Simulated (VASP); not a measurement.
# Bi (P2/m) in VASP: single point with PBEsol

Aim: the single point of Bi with PBEsol.

All numbers are computed with VASP 6.6.1; they aren't measurements. Logs are shortened: lines on timing, memory, paths and dates and some standing lists are left out, and cuts for length are marked.

## (1) The cell of the first run

The structure is monoclinic, space group P2/m (No. 10). The conventional cell has a = 3.220 Å, b = 3.235 Å, c = 6.391 Å, α = 90.00°, β = 93.35°, γ = 90.00°. Bi (site symmetry m) has 7 Bi at 3.18 to 4.17 Å within 4.2 Å.

## (2) Single point, PBEsol

INCAR

```
SYSTEM = Bi
PREC = Accurate
ENCUT = 520
EDIFF = 1E-6
ISMEAR = -1
SIGMA = 0.05
LREAL = .False.
LASPH = .True.
NELM = 60
ALGO = Fast
ISIF = 2
LWAVE = .False.
LCHARG = .True.
GGA = PS
LELF = .True.
LVHAR = .True.
NBANDS = 22
```

KPOINTS

```
Automatic mesh
0
Gamma
  8 8 4
  0 0 0
```

POSCAR

```
Bi
1.0
    3.2190678758      0.0000000000     -0.0739361967
    0.0000000000      3.2347554005      0.0000000000
   -0.2270972520      0.0000000000      6.3867829459
Bi
2
Direct
    0.5554490458      0.0000000000      0.7491035450
    0.4445509542      0.0000000000      0.2508964550
```

Potentials or basis: VASP PAW PBE potentials, release 64 (Bi_d).

Launch:

```bash
$ cat potpaw_PBE.64/Bi_d/POTCAR > POTCAR
$ mpirun -np 1 vasp_std > vasp.out
```

OUTCAR:

```text
SYSTEM = Bi
   PREC = Accurate
   ENCUT = 520
   EDIFF = 1E-6
   ISMEAR = -1
   LREAL = .False.
   LASPH = .True.
   NELM = 60
   ISIF = 2
   GGA = PS

 ion  position               nearest neighbor table
   1  0.555  0.000  0.749-   2 3.18   2 3.25
   2  0.445  0.000  0.251-   1 3.18   1 3.25

  LATTYP: Found a simple monoclinic cell.
 ALAT       =     3.2199168545
 B/A-ratio  =     1.0046083631
 C/A-ratio  =     1.9847776979
 COS(beta)  =    -0.0584731940

  Lattice vectors:

 A1 = (   3.2190678758,   0.0000000000,  -0.0739361967)
 A2 = (   0.0000000000,   3.2347554005,   0.0000000000)
 A3 = (  -0.2270972520,   0.0000000000,   6.3867829459)

Analysis of symmetry for initial positions (statically):
=====================================================================
 Subroutine PRICEL returns:
 Original cell was already a primitive cell.

 Routine SETGRP: Setting up the symmetry group for a
 simple monoclinic supercell.

 Subroutine GETGRP returns: Found  4 space group operations
 (whereof  4 operations were pure point group operations)
 out of a pool of  4 trial point group operations.

The static configuration has the point symmetry C_2h.

Analysis of symmetry for dynamics (positions and initial velocities):
=====================================================================
 Subroutine PRICEL returns:
 Original cell was already a primitive cell.

 Routine SETGRP: Setting up the symmetry group for a
 simple monoclinic supercell.

 Subroutine GETGRP returns: Found  4 space group operations
 (whereof  4 operations were pure point group operations)
 out of a pool of  4 trial point group operations.

The dynamic configuration has the point symmetry C_2h.

 Subroutine INISYM returns: Found  4 space group operations
 (whereof  4 operations are pure point group operations),
 and found     1 'primitive' translations

----------------------------------------------------------------------------------------

                                     Primitive cell

  volume of cell :      66.4506

  direct lattice vectors                    reciprocal lattice vectors
     3.219067876  0.000000000 -0.073936197     0.310902844  0.000000000  0.011054890
     0.000000000  3.234755401  0.000000000     0.000000000  0.309142385  0.000000000
    -0.227097252  0.000000000  6.386782946     0.003599147  0.000000000  0.156701326

  length of vectors
     3.219916855  3.234755401  6.390819162     0.311099323  0.309142385  0.156742654

  position of ions in fractional coordinates (direct lattice)
     0.555449046  0.000000000  0.749103545
     0.444550954  0.000000000  0.250896455

  ion indices of the primitive-cell ions
   primitive index   ion index
                 1           1
                 2           2

----------------------------------------------------------------------------------------

 KPOINTS: Automatic mesh

Automatic generation of k-mesh.
 Grid dimensions read from file:
 generate k-points for:    8    8    4

 Generating k-lattice:

  Cartesian coordinates                     Fractional coordinates (reciprocal lattice)
     0.038862855  0.000000000  0.001381861     0.125000000  0.000000000  0.000000000
     0.000000000  0.038642798  0.000000000     0.000000000  0.125000000  0.000000000
     0.000899787  0.000000000  0.039175332     0.000000000  0.000000000  0.250000000

  Length of vectors
     0.038887415  0.038642798  0.039185663

  Shift w.r.t. Gamma in fractional coordinates (k-lattice)
     0.000000000  0.000000000  0.000000000

 Subroutine IBZKPT returns following result:
 ===========================================

 Found     90 irreducible k-points:

 Following reciprocal coordinates:
            Coordinates               Weight
  0.000000  0.000000  0.000000      1.000000
  0.125000  0.000000 -0.000000      2.000000
  0.250000  0.000000 -0.000000      2.000000
  0.375000  0.000000 -0.000000      2.000000
  0.500000  0.000000 -0.000000      1.000000
  0.000000  0.125000  0.000000      2.000000
[... 16 lines left out ...]
  0.250000  0.500000 -0.000000      2.000000
  0.375000  0.500000 -0.000000      2.000000
 [... further k-points ...]
   k-points           NKPTS =     90   k-points in BZ     NKDIM =     90   number of bands    NBANDS=     22
   number of dos      NEDOS =    301   number of ions     NIONS =      2
   total plane-waves  NPLWV =  27648
   dimension x,y,z NGX =    24 NGY =   24 NGZ =   48
   dimension x,y,z NGXF=    48 NGYF=   48 NGZF=   96
   ions per type =               2
   NGX,Y,Z   is equivalent  to a cutoff of  12.39, 12.33, 12.49 a.u.
   NGXF,Y,Z  is equivalent  to a cutoff of  24.78, 24.67, 24.97 a.u.
 SYSTEM =  Bi
   PREC   = accura    normal or accurate (medium, high low for compatibility)
   ISTART =      0    job   : 0-new  1-cont  2-samecut
   ICHARG =      2    charge: 1-file 2-atom 10-const
   ISPIN  =      1    spin polarized calculation?
   LNONCOLLINEAR =      F non collinear calculations
   LSORBIT =      F    spin-orbit coupling
   LASPH  =      T    aspherical Exc in radial PAW
   ENCUT  =  520.0 eV  38.22 Ry    6.18 a.u.   5.99  6.01 11.88*2*pi/ulx,y,z
   NELM   =     60;   NELMIN=  2; NELMDL= -5     # of ELM steps
   EDIFF  = 0.1E-05   stopping-criterion for ELM
   LREAL  =      F    real-space projection
   EDIFFG = 0.1E-04   stopping-criterion for IOM
   NSW    =      0    number of steps for IOM
   IBRION =     -1    ionic relax: 0-MD 1-quasi-New 2-CG
   NFREE  =      0    steps in history (QN), initial steepest desc. (CG)
   ISIF   =      2    stress and relaxation
   ISYM   =      2    0-nonsym 1-usesym 2-fastsym
   POTIM  = 0.5000    time-step for ionic-motion
   TEBEG  =    0.0;   TEEND  =   0.0 temperature during run
   PSTRESS=    0.0 pullay stress
   NELECT =      30.0000    total number of electrons
   NUPDOWN=      -1.0000    fix difference up-down
   EMIN   =  10.00;   EMAX   =-10.00  energy-range for DOS
   EFERMI =   0.00;   METHOD = LEGACY
   ISMEAR =    -1;   SIGMA  =   0.05  broadening in eV -4-tet -1-fermi 0-gaus
   EFERMI_NEDOS =   21; number of points for ismear=-14 and -15
   IALGO  =     68    algorithm
   IMIX   =      4    mixing-type and parameters
     AMIX     =   0.40;   BMIX     =  1.00
     AMIX_MAG =   1.60;   BMIX_MAG =  1.00
  volume/ion in A,a.u.               =      33.23       224.22
  Fermi-wavevector in a.u.,A,eV,Ry     =   1.255882  2.373273 21.459658  1.577240
  Thomas-Fermi vector in A             =   2.389617
   LORBIT       =      0    0 simple, 1 ext, 2 COOP (PROOUT), +10 PAW based schemes
   GGA     = PS    functional components
   LHFCALC =     F    Hartree Fock is set to
   AEXX    =    0.0000 exact exchange contribution
   IVDW    =     0    specifies the selected vdW correction
   LEPSILON=     F    determine dielectric tensor
   LRPA    =     F    only Hartree local field effects (RPA)
 non-spin polarized calculation
 RMM-DIIS sequential band-by-band and
  energy-cutoff  :      520.00
  volume of cell :       66.45
 maximum number of plane-waves:      1816
   NGX = 11   NGY = 13   NGZ = 23

 number of electron      30.0000010 magnetization

 Free energy of the ion-electron system (eV)
  ---------------------------------------------------
  ext. energy  EPLUGINS =         0.00000000
  ---------------------------------------------------
  free energy    TOTEN  =        -8.54064111 eV

  energy without entropy =       -8.53224667  energy(sigma->0) =       -8.53644389

 E-fermi :   6.7815     XC(G=0): -10.0101

 val. band max:        6.7670032989   @ k =   0.3750   0.2500   0.2500
 cond. band min:       6.7835934772   @ k =  -0.1250   0.2500   0.2500
 fundamental gap:      0.0165901783
 Fermi energy:         6.7815308295

 k-point     1 :       0.0000    0.0000    0.0000
  band No.  band energies     occupation
      1     -16.1203      2.00000
      2     -16.1105      2.00000
      3     -16.1012      2.00000
      4     -15.8568      2.00000
      5     -15.8553      2.00000
      6     -15.8262      2.00000
[... 14 lines left out ...]
     21      15.0873      0.00000
     22      16.5837      0.00000

 k-point     2 :       0.1250    0.0000   -0.0000
  band No.  band energies     occupation
      1     -16.1096      2.00000
      2     -16.0757      2.00000
      3     -16.0679      2.00000
      4     -15.8729      2.00000
      5     -15.8538      2.00000
      6     -15.8135      2.00000
[... 14 lines left out ...]
     21      14.9592      0.00000
     22      16.9973      0.00000

 k-point     3 :       0.2500    0.0000   -0.0000
  band No.  band energies     occupation
      1     -16.1036      2.00000
      2     -16.0034      2.00000
      3     -15.9717      2.00000
      4     -15.9159      2.00000
      5     -15.8502      2.00000
      6     -15.8240      2.00000
[... 14 lines left out ...]
     21      15.4385      0.00000
     22      17.4260      0.00000

 k-point     4 :       0.3750    0.0000   -0.0000
  band No.  band energies     occupation
      1     -16.0979      2.00000
      2     -15.9637      2.00000
      3     -15.9575      2.00000
      4     -15.8725      2.00000
      5     -15.8501      2.00000
      6     -15.8477      2.00000
[... 14 lines left out ...]
     21      16.2383      0.00000
     22      18.0228      0.00000

 k-point     5 :       0.5000    0.0000   -0.0000
  band No.  band energies     occupation
      1     -16.0955      2.00000
      2     -15.9772      2.00000
      3     -15.9501      2.00000
      4     -15.8707      2.00000
      5     -15.8570      2.00000
      6     -15.8512      2.00000
[... 417 lines left out ...]
 k-point    22 :       0.1250    0.5000   -0.0000
  band No.  band energies     occupation
      1     -16.0745      2.00000
      2     -15.9678      2.00000
      3     -15.9300      2.00000
      4     -15.8694      2.00000
      5     -15.8603      2.00000
      6     -15.8591      2.00000
[... 14 lines left out ...]
     21      16.7799      0.00000
     22      17.2531      0.00000

 k-point    23 :       0.2500    0.5000   -0.0000
  band No.  band energies     occupation
      1     -16.0151      2.00000
      2     -15.9622      2.00000
      3     -15.9121      2.00000
      4     -15.9042      2.00000
      5     -15.9006      2.00000
      6     -15.8445      2.00000
[... 14 lines left out ...]
     21      14.5858      0.00000
     22      15.0686      0.00000

 k-point    24 :       0.3750    0.5000   -0.0000
  band No.  band energies     occupation
      1     -15.9770      2.00000
      2     -15.9579      2.00000
      3     -15.9543      2.00000
      4     -15.9453      2.00000
      5     -15.9391      2.00000
      6     -15.8446      2.00000
[... 14 lines left out ...]
     21      12.8076      0.00000
     22      14.5253      0.00000

 [... further k-points ...]

------------------------ aborting loop because EDIFF is reached ----------------------------------------

  FORCE on cell =-STRESS in cart. coord.  units (eV):
  Direction    XX          YY          ZZ          XY          YZ          ZX
  --------------------------------------------------------------------------------------
  -------------------------------------------------------------------------------------
  Total       -0.0336590     -0.0177619     -0.0287762      0.0000000      0.0000000      0.0068889
  in kB       -0.8115448     -0.4282532     -0.6938181      0.0000000      0.0000000      0.1660966
  external PRESSURE =      -0.6445387 kB  Pullay stress =       0.0000000 kB

 VOLUME and BASIS-vectors are now :
 -----------------------------------------------------------------------------
  energy-cutoff  :      520.00
  volume of cell :       66.45
      direct lattice vectors                 reciprocal lattice vectors
     3.219067876  0.000000000 -0.073936197     0.310902844  0.000000000  0.011054890
     0.000000000  3.234755401  0.000000000     0.000000000  0.309142385  0.000000000
    -0.227097252  0.000000000  6.386782946     0.003599147  0.000000000  0.156701326

 POSITION                                       TOTAL-FORCE (eV/Angst)
 -----------------------------------------------------------------------------------
      1.61791      0.00000      4.74329         0.000561      0.000000      0.002844
      1.37406      0.00000      1.56955        -0.000561     -0.000000     -0.002844
 -----------------------------------------------------------------------------------
    total drift:                                0.000000     -0.000000      0.000000

  FREE ENERGIE OF THE ION-ELECTRON SYSTEM (eV)
  ---------------------------------------------------
  free  energy   TOTEN  =        -8.5406411079 eV

  energy  without entropy=       -8.5322466697  energy(sigma->0) =       -8.53644389
```

It took 2 min on 1 thread of AMD EPYC 7R13, shared host; peak memory 0.2 GiB.

Results:

- Free energy: -8.5406 eV
- Pressure: -0.1 GPa
- Band gap on the k mesh: zero (bands 15 and 16 overlap by 6.13 eV)

Forces in eV/Å, atoms in the order of the input:
```
Bi   0.001  0.000  0.003
Bi  -0.001  0.000 -0.003
```

Levels at points of the mesh, in eV from the Fermi level:
```tsv
k point	band 12	band 13	band 14	band 15	band 16	band 17	band 18	band 19
(0.00, 0.00, 0.00)	-11.25	-5.14	3.11	3.32	3.51	4.81	5.15	6.54
(0.50, 0.00, 0.00)	-9.36	-5.08	-3.46	-2.83	2.25	5.13	5.75	7.12
(0.00, 0.50, 0.00)	-9.33	-5.12	-3.25	-3.11	2.66	5.25	5.44	6.84
(0.50, 0.50, 0.00)	-7.41	-3.19	-3.13	-1.68	-1.37	-1.05	2.71	4.76
(0.00, 0.00, 0.50)	-12.47	-1.83	-1.73	3.83	3.94	3.99	4.30	7.51
(0.50, 0.00, 0.50)	-10.44	-4.45	-4.34	0.08	0.52	5.36	5.66	5.91
(0.00, 0.50, 0.50)	-10.55	-4.33	-4.28	0.15	0.27	5.46	5.47	5.78
(0.50, 0.50, 0.50)	-8.52	-2.58	-2.48	-2.45	-2.31	2.00	2.48	3.33
```

Caveat: the PAW data sets were made with another functional, which shifts forces and pressure a little; spin-orbit coupling is left out, which moves the levels of the heavy elements.
